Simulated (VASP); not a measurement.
Here is a VASP 6.6.1 calculation.

File INCAR:

```
PREC     = Accurate       # precision mode
ENCUT    = 520            # plane-wave cutoff, eV
EDIFF    = 1E-6           # SCF threshold, eV
ISMEAR   = -1             # smearing method
SIGMA    = 0.05           # smearing width, eV
LREAL    = False          # projectors in reciprocal space
LASPH    = True           # aspherical terms in the spheres
NELM     = 80             # most SCF steps
ALGO     = Normal         # electronic algorithm
ISIF     = 2              # what is computed and relaxed
LWAVE    = False          # write WAVECAR
LCHARG   = True           # write CHGCAR
GGA      = B5             # functional
ALDAX    = 1.0          
AGGAX    = 1.0          
AGGAC    = 1.0          
ALDAC    = 0.0          
LELF     = True           # ELF
LVHAR    = True         
NBANDS   = 33             # bands
```

Contents of KPOINTS:

```
Automatic mesh
0
Gamma
  10 10 10
```

Contents of POSCAR:

```
TiO2
1.0
   -1.9096784706      1.9096784706      4.9196487146
    1.9096784706     -1.9096784706      4.9196487146
    1.9096784706      1.9096784706     -4.9196487146
Ti O
2 4
Direct
    0.7500000000      0.2500000000      0.5000000000
    0.0000000000      0.0000000000      0.0000000000
    0.7945325256      0.7945325256      0.0000000000
    0.5445325256      0.0445325256      0.5000000000
    0.9554674744      0.4554674744      0.5000000000
    0.2054674744      0.2054674744      0.0000000000
```

Potentials or basis: VASP PAW PBE potentials, release 64 (Ti_sv, O).

Run with:

```bash
$ cat potpaw_PBE.64/Ti_sv/POTCAR potpaw_PBE.64/O/POTCAR > POTCAR
$ mpirun -np 1 vasp_std > vasp.out
```

(1) Estimate the pressure.

(2) Estimate the band gap on the k mesh.

## Answers

(1) 0.9 GPa.

(2) 2.08 eV (least direct gap 2.36 eV).

Caveat: the PAW data sets were made with another functional, which shifts forces and pressure a little.
